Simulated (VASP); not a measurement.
# NaCl (P-1) in VASP: single point with PBE+U

Aim: the single point of NaCl with PBE+U.

Program: VASP 6.6.1. These are calculated values, not measurements. Logs are shortened: lines on timing, memory, paths and dates and some standing lists are left out, and cuts for length are marked.

### 1 The cell of the first run

The typed cell holds 2 atoms: a = 3.406 Å, b = 3.287 Å, c = 3.440 Å, α = 86.78°, β = 90.62°, γ = 89.79°.

### 2 Single point, PBE+U

INCAR

```
SYSTEM = NaCl
  PREC = Accurate
  ENCUT = 1130
  EDIFF = 1E-6
  ISMEAR = 0
  SIGMA = 0.1
  LREAL = .False.
  LASPH = .True.
  NELM = 200
  ALGO = Normal
  ISIF = 2
  LWAVE = .False.
  LCHARG = .False.
  LDAU = .True.
  LDAUTYPE = 2
  LDAUL = -1 1
  LDAUU = 0 1.3
  LDAUJ = 0 0
  LDAUPRINT = 1
  GGA = PE
  NBANDS = 15
  GGA_COMPAT = .False.
```

KPOINTS

```
Automatic mesh
0
Gamma
  4 4 4
  0 0 0
```

POSCAR

```
NaCl
1.0
    3.4055288040      0.0063188646     -0.0186001283
    0.0063188646      3.2860090850      0.0944603201
   -0.0186001283      0.0944603201      3.4384990537
Na Cl
1 1
Direct
    0.0000000000      0.0000000000      0.0000000000
    0.5000000000      0.5000000000      0.5000000000
```

Potentials or basis: VASP PAW PBE potentials, release 64 (Na_sv, Cl).

Started as:

```
$ cat potpaw_PBE.64/Na_sv/POTCAR potpaw_PBE.64/Cl/POTCAR > POTCAR
$ mpirun -np 1 vasp_std > vasp.out
```

OUTCAR:

```text
SYSTEM = NaCl
   PREC = Accurate
   ENCUT = 1130
   EDIFF = 1E-6
   ISMEAR = 0
   LREAL = .False.
   LASPH = .True.
   NELM = 200
   ISIF = 2
   GGA = PE

 ion  position               nearest neighbor table
   1  0.000  0.000  0.000-
   2  0.500  0.500  0.500-

  LATTYP: Found a triclinic cell.
 ALAT       =     4.6226831523
 B/A-ratio  =     0.7111394957
 C/A-ratio  =     0.7367118507
 COS(alpha) =     0.0036198658
 COS(beta)  =     0.0106224654
 COS(gamma) =     0.6693481345

  Lattice vectors:

 A1 = (   0.0249189929,   3.1915487649,  -3.3440387336)
 A2 = (   0.0063188646,   3.2860090850,   0.0944603201)
 A3 = (   3.4055288040,   0.0063188646,  -0.0186001283)

Analysis of symmetry for initial positions (statically):
=====================================================================
 Subroutine PRICEL returns:
 Original cell was already a primitive cell.

 Routine SETGRP: Setting up the symmetry group for a
 triclinic supercell.

 Subroutine GETGRP returns: Found  2 space group operations
 (whereof  2 operations were pure point group operations)
 out of a pool of  2 trial point group operations.

The static configuration has the point symmetry S_2 .

Analysis of symmetry for dynamics (positions and initial velocities):
=====================================================================
 Subroutine PRICEL returns:
 Original cell was already a primitive cell.

 Routine SETGRP: Setting up the symmetry group for a
 triclinic supercell.

 Subroutine GETGRP returns: Found  2 space group operations
 (whereof  2 operations were pure point group operations)
 out of a pool of  2 trial point group operations.

The dynamic configuration has the point symmetry S_2 .

 Subroutine INISYM returns: Found  2 space group operations
 (whereof  2 operations are pure point group operations),
 and found     1 'primitive' translations

----------------------------------------------------------------------------------------

                                     Primitive cell

  volume of cell :      38.4472

  direct lattice vectors                    reciprocal lattice vectors
     3.405528804  0.006318865 -0.018600128     0.293650054 -0.000610822  0.001605243
     0.006318865  3.286009085  0.094460320    -0.000610822  0.304562304 -0.008370051
    -0.018600128  0.094460320  3.438499054     0.001605243 -0.008370051  0.291063188

  length of vectors
[... 95 lines left out ...]
   EMIN   =  10.00;   EMAX   =-10.00  energy-range for DOS
   EFERMI =   0.00;   METHOD = LEGACY
   ISMEAR =     0;   SIGMA  =   0.10  broadening in eV -4-tet -1-fermi 0-gaus
   EFERMI_NEDOS =   21; number of points for ismear=-14 and -15
   IALGO  =     38    algorithm
   IMIX   =      4    mixing-type and parameters
     AMIX     =   0.40;   BMIX     =  1.00
     AMIX_MAG =   1.60;   BMIX_MAG =  1.00
  volume/ion in A,a.u.               =      19.22       129.73
  Fermi-wavevector in a.u.,A,eV,Ry     =   1.222250  2.309717 20.325672  1.493895
  Thomas-Fermi vector in A             =   2.357403
   LORBIT       =      0    0 simple, 1 ext, 2 COOP (PROOUT), +10 PAW based schemes
 LDA+U is selected, type is set to LDAUTYPE =  2
   angular momentum for each species LDAUL =    -1    1
   U (eV)           for each species LDAUU =   0.0  1.3
   J (eV)           for each species LDAUJ =   0.0  0.0
   GGA     = PE    functional components
   LHFCALC =     F    Hartree Fock is set to
   AEXX    =    0.0000 exact exchange contribution
   IVDW    =     0    specifies the selected vdW correction
   LEPSILON=     F    determine dielectric tensor
   LRPA    =     F    only Hartree local field effects (RPA)
 non-spin polarized calculation
 Gauss-broadening in eV      SIGMA  =   0.10
  energy-cutoff  :     1130.00
  volume of cell :       38.45
 maximum number of plane-waves:      3335
 NGX is ok and might be reduce to    40
   NGX = 19   NGY = 17   NGZ = 19

 number of electron      15.9999995 magnetization

 Free energy of the ion-electron system (eV)
  ---------------------------------------------------
  ext. energy  EPLUGINS =         0.00000000
  ---------------------------------------------------
  free energy    TOTEN  =        -5.46530767 eV

  energy without entropy =       -5.46530767  energy(sigma->0) =       -5.46530767

 E-fermi :   2.2113     XC(G=0):  -8.8611

 val. band max:        1.6376566038   @ k =   0.5000   0.0000   0.5000
 cond. band min:       5.8860855157   @ k =   0.0000   0.0000   0.0000
 fundamental gap:      4.2484289119
 Fermi energy:         2.2113288244

 k-point     1 :       0.0000    0.0000    0.0000
  band No.  band energies     occupation
      1     -48.6229      2.00000
      2     -20.5210      2.00000
      3     -20.5156      2.00000
      4     -20.5131      2.00000
      5     -12.2268      2.00000
      6       0.6886      2.00000
      7       0.7928      2.00000
      8       1.1577      2.00000
      9       5.8861      0.00000
     10       9.7873      0.00000
     11      10.2317      0.00000
     12      17.3739      0.00000
     13      17.7709      0.00000
     14      17.8310      0.00000
[... 401 lines left out ...]
      2     -20.5503      2.00000
      3     -20.5351      2.00000
      4     -20.5319      2.00000
      5     -11.6013      2.00000
      6      -0.5267      2.00000
      7      -0.1744      2.00000
      8      -0.1043      2.00000
      9       9.0473      0.00000
     10      11.0051      0.00000
     11      11.3493      0.00000
     12      13.5964      0.00000
     13      14.4041      0.00000
     14      14.7728      0.00000
     15      20.8742      0.00000

 [... further k-points ...]

------------------------ aborting loop because EDIFF is reached ----------------------------------------

  FORCE on cell =-STRESS in cart. coord.  units (eV):
  Direction    XX          YY          ZZ          XY          YZ          ZX
  --------------------------------------------------------------------------------------
  -------------------------------------------------------------------------------------
  Total        0.7035502      1.5287430      0.4910995     -0.0131180     -0.0163607      0.0120034
  in kB       29.3184612     63.7060340     20.4651797     -0.5466574     -0.6817853      0.5002089
  external PRESSURE =      37.8298916 kB  Pullay stress =       0.0000000 kB

 VOLUME and BASIS-vectors are now :
 -----------------------------------------------------------------------------
  energy-cutoff  :     1130.00
  volume of cell :       38.45
      direct lattice vectors                 reciprocal lattice vectors
     3.405528804  0.006318865 -0.018600128     0.293650054 -0.000610822  0.001605243
     0.006318865  3.286009085  0.094460320    -0.000610822  0.304562304 -0.008370051
    -0.018600128  0.094460320  3.438499054     0.001605243 -0.008370051  0.291063188

 POSITION                                       TOTAL-FORCE (eV/Angst)
 -----------------------------------------------------------------------------------
      0.00000      0.00000      0.00000         0.000000     -0.000000      0.000000
      1.69662      1.69339      1.75718        -0.000000      0.000000     -0.000000
 -----------------------------------------------------------------------------------
    total drift:                                0.000000      0.000000     -0.000000

  FREE ENERGIE OF THE ION-ELECTRON SYSTEM (eV)
  ---------------------------------------------------
  free  energy   TOTEN  =        -5.4653076674 eV

  energy  without entropy=       -5.4653076674  energy(sigma->0) =       -5.46530767
```

OSZICAR:

```text
N       E                     dE             d eps       ncg     rms          rms(c)
DAV:   1     0.205089724004E+03    0.20509E+03   -0.11977E+04  1080   0.183E+03
DAV:   2     0.565326345518E+01   -0.19944E+03   -0.17474E+03  1283   0.375E+02
DAV:   3    -0.542937615973E+01   -0.11083E+02   -0.11007E+02  1488   0.898E+01
DAV:   4    -0.569043033234E+01   -0.26105E+00   -0.26100E+00  1326   0.141E+01
DAV:   5    -0.570460145047E+01   -0.14171E-01   -0.14171E-01  1724   0.226E+00    0.261E+00
DAV:   6    -0.549574055961E+01    0.20886E+00   -0.18611E-01  1325   0.303E+00    0.190E+00
DAV:   7    -0.546503563616E+01    0.30705E-01   -0.73322E-02  1437   0.171E+00    0.129E+00
DAV:   8    -0.546541780022E+01   -0.38216E-03   -0.11314E-02  1307   0.107E+00    0.399E-01
DAV:   9    -0.546522982404E+01    0.18798E-03   -0.32092E-04  1472   0.190E-01    0.131E-01
DAV:  10    -0.546530250935E+01   -0.72685E-04   -0.93940E-05  1227   0.792E-02    0.169E-02
DAV:  11    -0.546530734145E+01   -0.48321E-05   -0.60125E-06  1437   0.239E-02    0.289E-03
DAV:  12    -0.546530766736E+01   -0.32591E-06   -0.30696E-07  1002   0.645E-03
   1 F= -.54653077E+01 E0= -.54653077E+01  d E =-.449388E-17
```

Run time: 19 s. Hardware: 1 thread of Intel Xeon Platinum 8559C (Emerald Rapids), shared host; peak memory 0.24 GiB.

Results:

```yaml
Free_energy: -5.4653 eV
Pressure: 3.8 GPa
Band_gap_on_the_k_mesh: 4.25 eV (least direct gap 4.73 eV)
```

Stress tensor (GPa, compression positive):
```
 2.93 -0.05  0.05
-0.05  6.37 -0.07
 0.05 -0.07  2.05
```

Caveat: the k points lie up to 0.48 Å⁻¹ apart. A k mesh can miss the band edges.
